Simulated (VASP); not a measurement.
Input of a VASP 6.6.1 run:

POSCAR

```
Ge
1.0
    0.0000000000      2.8661367691      2.8661367691
    2.8661367691      0.0000000000      2.8661367691
    2.8661367691      2.8661367691      0.0000000000
Ge
2
Direct
    0.7500000000      0.7500000000      0.7500000000
    0.5000000000      0.5000000000      0.5000000000
```

File INCAR.step1:

```
PREC     = Accurate       # precision mode
ENCUT    = 520            # plane-wave cutoff, eV
EDIFF    = 1E-5           # SCF threshold, eV
ISMEAR   = -1             # smearing method
SIGMA    = 0.05           # smearing width, eV
LREAL    = F              # projectors in reciprocal space
LASPH    = T              # aspherical terms in the spheres
NELM     = 100            # most SCF steps
ALGO     = Normal         # electronic algorithm
ISIF     = 2              # what is computed and relaxed
LWAVE    = T              # write WAVECAR
LCHARG   = F              # write CHGCAR
NBANDS   = 21             # bands
GGA      = PE             # functional
```

File INCAR.step2:

```
PREC     = Accurate       # precision mode
ENCUT    = 520            # plane-wave cutoff, eV
EDIFF    = 1E-6           # SCF threshold, eV
ISMEAR   = -1             # smearing method
SIGMA    = 0.05           # smearing width, eV
LREAL    = F              # projectors in reciprocal space
LASPH    = T              # aspherical terms in the spheres
NELM     = 100            # most SCF steps
ALGO     = Normal         # electronic algorithm
ISIF     = 2              # what is computed and relaxed
LWAVE    = F              # write WAVECAR
LCHARG   = F              # write CHGCAR
GGA      = B3             # functional
LHFCALC  = T              # exact exchange
AEXX     = 0.2            # exact-exchange fraction
AGGAX    = 0.72         
AGGAC    = 0.81         
ALDAC    = 0.19         
PRECFOCK = Normal       
NBANDS   = 21             # bands
ISTART   = 1
```

Contents of KPOINTS:

```
regular mesh
0
Gamma
  4 4 4
```

Potentials or basis: VASP PAW PBE potentials, release 64 (Ge_d).

Launch:

```console
$ cat potpaw_PBE.64/Ge_d/POTCAR > POTCAR
$ cp INCAR.step1 INCAR
$ mpirun -np 1 vasp_std > vasp.out
$ cp INCAR.step2 INCAR
$ mpirun -np 1 vasp_std > vasp.out
```

Problem. What does it give for the pressure?

Solution. 1.5 GPa.

Problem. Predict the band gap on the k mesh.

Solution. 0.71 eV.

Caveat: the k points lie up to 0.47 Å⁻¹ apart; the PAW data sets were made with another functional, which shifts forces and pressure a little. A k mesh can miss the band edges.
